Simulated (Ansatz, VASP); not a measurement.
## One calculation of SnO, two programs

```
Sn O
1.0
     3.97338   -0.00002    0.00000
     0.00002    3.97338    0.00000
     0.00000    0.00000   30.63492
Sn O
2 2
Direct
  0.75000 0.25000 0.46142
  0.25000 0.75000 0.53858
  0.25000 0.25000 0.50000
  0.75000 0.75000 0.50000
```

Alike in both runs: task relaxation of the atoms; functional PBE; dispersion D3(BJ); k mesh 6 × 6 × 1; occupations gaussian, width 0.02 eV; no spin polarisation.

|  | VASP | Ansatz |
| --- | --- | --- |
| version | VASP 6.6.1 | Ansatz 0.2.0 |
| potentials or method | VASP PAW PBE potentials, release 64 (Sn_d, O), cutoff 520 eV | scalar-relativistic, plane waves, PAW |
| valence electrons in the cell | 40 | 40 |

Ansatz gave:

```
gap on the k mesh at the Fermi level, each at its own relaxed structure (eV) : 2.55
```

Question: What did VASP give for the same quantities?

Answer: gap on the k mesh at the Fermi level, each at its own relaxed structure (eV): 2.52.

Ansatz's warnings: stress scf threshold loose, structure snapped to symmetry.
